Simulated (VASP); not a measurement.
# AlN (Cc) in VASP: further runs, part 2 of 2

VASP 6.6.1. Earlier steps stand in the parts before.

## 6. Relaxation of the atoms, PBE (shear of c along a, cell held: +4.5 %)

File INCAR:

```
ALGO = Normal ; EDIFF = 1E-6
EDIFFG = -0.008 ; ENCUT = 520
GGA = PE ; IBRION = 2
ISIF = 2 ; ISMEAR = 0
LASPH = T ; LCHARG = F
LREAL = F ; LWAVE = F
NELM = 60 ; NSW = 60
PREC = Accurate ; SIGMA = 0.02
```

File KPOINTS:

```
k-points
0
Gamma
  12 12 6
```

File POSCAR:

```
AlN
1.0
    3.1302084198      0.0000000000      0.0000000000
   -1.5651042099      2.7108400106      0.0000000000
    0.2258119495      0.0000000000      5.0180433220
Al N
2 2
Direct
    0.6650525563      0.3333636936      0.4993168801
    0.3316888627      0.6666363064      0.9993168801
    0.6681689766      0.3330793722      0.8806831199
    0.3350896044      0.6669206278      0.3806831199
```

Potentials or basis: VASP PAW PBE potentials, release 64 (Al, N).

The run is started by

```
> cat potpaw_PBE.64/Al/POTCAR potpaw_PBE.64/N/POTCAR > POTCAR
> mpirun -np 1 vasp_std > vasp.out
```

OUTCAR:

```text
EDIFF = 1E-6
   EDIFFG = -0.008
   ENCUT = 520
   GGA = PE
   IBRION = 2
   ISIF = 2
   ISMEAR = 0
   LASPH = T
   LREAL = F
   NELM = 60
   NSW = 60
   PREC = Accurate

 ion  position               nearest neighbor table
   1  0.665  0.333  0.499-   4 1.89   4 1.90   3 1.92   4 1.92   2 3.04   2 3.04   2 3.09   2 3.09
                             2 3.15   2 3.15
   2  0.332  0.667  0.999-   3 1.89   3 1.90   4 1.92   3 1.92   1 3.04   1 3.04   1 3.09   1 3.09
                             1 3.15   1 3.15
   3  0.668  0.333  0.881-   2 1.89   2 1.90   1 1.92   2 1.92
   4  0.335  0.667  0.381-   1 1.89   1 1.90   2 1.92   1 1.92

  LATTYP: Found a base centered monoclinic cell.
 ALAT       =     3.1302084198
 B/A-ratio  =     1.7320508075
 C/A-ratio  =     1.6047243019
 COS(beta)  =    -0.0449545066

  Lattice vectors:

 A1 = (  -1.5651042099,   2.7108400106,   0.0000000000)
[... 282 lines left out ...]
      4       5.1231      2.00000
      5       5.1333      2.00000
      6       5.7012      2.00000
      7       5.7656      2.00000
      8       6.0374      2.00000
      9       9.9862      0.00000
     10      12.4746      0.00000
     11      16.3594      0.00000
     12      16.9887      0.00000
[... 331 lines left out ...]
 k-point    24 :       0.4167    0.1667    0.0000
  band No.  band energies     occupation
      1      -7.0258      2.00000
      2      -6.5057      2.00000
      3       0.8452      2.00000
      4       2.0027      2.00000
      5       2.9647      2.00000
      6       3.0065      2.00000
      7       4.1174      2.00000
      8       4.4868      2.00000
      9      11.4532      0.00000
     10      13.0348      0.00000
     11      14.6161      0.00000
     12      15.8206      0.00000

 [... further k-points ...]

------------------------ aborting loop because EDIFF is reached ----------------------------------------

  FORCE on cell =-STRESS in cart. coord.  units (eV):
  Direction    XX          YY          ZZ          XY          YZ          ZX
  --------------------------------------------------------------------------------------
  -------------------------------------------------------------------------------------
  Total       -0.2106166     -0.0605242      0.0140369      0.0000000      0.0000000     -1.3299228
  in kB       -7.9248595     -2.2773402      0.5281647      0.0000000      0.0000000    -50.0409403
  external PRESSURE =      -3.2246783 kB  Pullay stress =       0.0000000 kB
[... 19 lines left out ...]
  FREE ENERGIE OF THE ION-ELECTRON SYSTEM (eV)
  ---------------------------------------------------
  free  energy   TOTEN  =       -29.7504701722 eV

  energy  without entropy=      -29.7504701722  energy(sigma->0) =      -29.75047017

 reached required accuracy - stopping structural energy minimisation
```

OSZICAR:

```text
N       E                     dE             d eps       ncg     rms          rms(c)
DAV:   1     0.522716443206E+02    0.52272E+02   -0.76318E+03  5816   0.119E+03
DAV:   2    -0.303444278560E+02   -0.82616E+02   -0.76123E+02  8424   0.222E+02
DAV:   3    -0.343919879075E+02   -0.40476E+01   -0.40300E+01  7640   0.541E+01
[... 18 lines left out ...]
       N       E                     dE             d eps       ncg     rms          rms(c)
DAV:   1    -0.297504670995E+02   -0.55045E-04   -0.91312E-03  5820   0.881E-01    0.152E-02
DAV:   2    -0.297504743374E+02   -0.72380E-05   -0.13878E-04  7196   0.102E-01    0.106E-02
DAV:   3    -0.297504703202E+02    0.40172E-05   -0.47000E-06  6924   0.256E-02    0.386E-03
DAV:   4    -0.297504701722E+02    0.14802E-06   -0.37219E-06  5152   0.166E-02
   3 F= -.29750470E+02 E0= -.29750470E+02  d E =-.400922E-03
```

Wall time 3.4 min (1 thread of Oxide Virtual Turin-like, shared host); peak memory 0.2 GiB.

What came out:

```yaml
Free_energy: -29.7505 eV
Energy_gained_by_relaxing: 0.1 meV/atom
Ionic_steps: 3
Pressure_after_relaxing: -0.3 GPa
Largest_force_after_relaxing: 0.004 eV/Å
Band_gap_on_the_k_mesh: 3.95 eV
```

Forces on the atoms (eV/Å):
```
Al  -0.001  0.004  0.002
Al  -0.001 -0.004  0.002
N    0.001  0.000 -0.002
N    0.001  0.000 -0.002
```

Step by step:
| step | energy change (eV) | largest force (eV/Å) | pressure (GPa) |
| --- | --- | --- | --- |
| 1 | 0.0000 | 0.0763 | -0.28 |
| 2 | -0.0003 | 0.0295 | -0.33 |
| 3 | -0.0004 | 0.0043 | -0.32 |

Final structure:
```
CELL_PARAMETERS angstrom
3.13021 0.00000 0.00000
-1.56510 2.71084 0.00000
0.22581 0.00000 5.01804
ATOMIC_POSITIONS crystal
Al 0.66415 0.33320 0.49942
Al 0.33095 0.66680 0.99942
N 0.66889 0.33287 0.88058
N 0.33602 0.66713 0.38058
```

Levels at points of the mesh, in eV from the valence-band top:
```tsv
k point	band 4	band 5	band 6	band 7	band 8	band 9	band 10	band 11	band 12
(0.00, 0.00, 0.00)	-0.91	-0.90	-0.34	-0.27	0.00	3.95	6.44	10.32	10.95
(0.50, 0.00, 0.00)	-4.24	-3.31	-2.12	-1.81	-0.75	5.64	5.72	7.90	10.07
(0.00, 0.50, 0.00)	-4.20	-3.36	-2.11	-1.84	-0.74	5.69	5.69	7.82	10.05
(0.00, 0.00, 0.50)	-3.37	-0.66	-0.66	-0.54	-0.54	6.21	6.21	10.09	10.09
(0.50, 0.00, 0.50)	-5.46	-1.64	-1.52	-1.49	-1.21	5.04	5.28	8.76	9.40
(0.00, 0.50, 0.50)	-5.59	-1.56	-1.56	-1.35	-1.35	5.16	5.16	9.08	9.08
```

Caveat: the cell differs from its parent crystal (shear of c along a, cell held: +4.5 %). A k mesh can miss the band edges.

## 7. The runs side by side

| task | cell | gap on the mesh (eV) | pressure (GPa) |
| --- | --- | --- | --- |
| single point | a = 3.130, b = 3.130, c = 5.023 Å, angles 91.3, 87.4, 120.0°, 4 atoms, atomic positions A | 3.95 | -0.3 |
| single point | a = 3.130, b = 3.130, c = 5.027 Å, angles 91.7, 86.6, 120.0°, 4 atoms, atomic positions A | 3.89 | -0.4 |
| single point | a = 3.130, b = 3.130, c = 5.038 Å, angles 92.6, 84.9, 120.0°, 4 atoms, atomic positions B | 3.76 | -0.5 |
| relaxation of the atoms | atoms relaxed from a = 3.130, b = 3.130, c = 5.023 Å, angles 91.3, 87.4, 120.0°, 4 atoms, atomic positions A | 3.95 | -0.3 |

Alike in all rows: level PBE; potentials or basis VASP PAW PBE potentials, release 64 (Al, N); no spin polarisation; k mesh 12 × 12 × 6; cutoff (eV) 520; smearing gaussian 0.02 eV.

Total energies depend on the potentials used, so only differences within one code and one set of settings carry meaning.
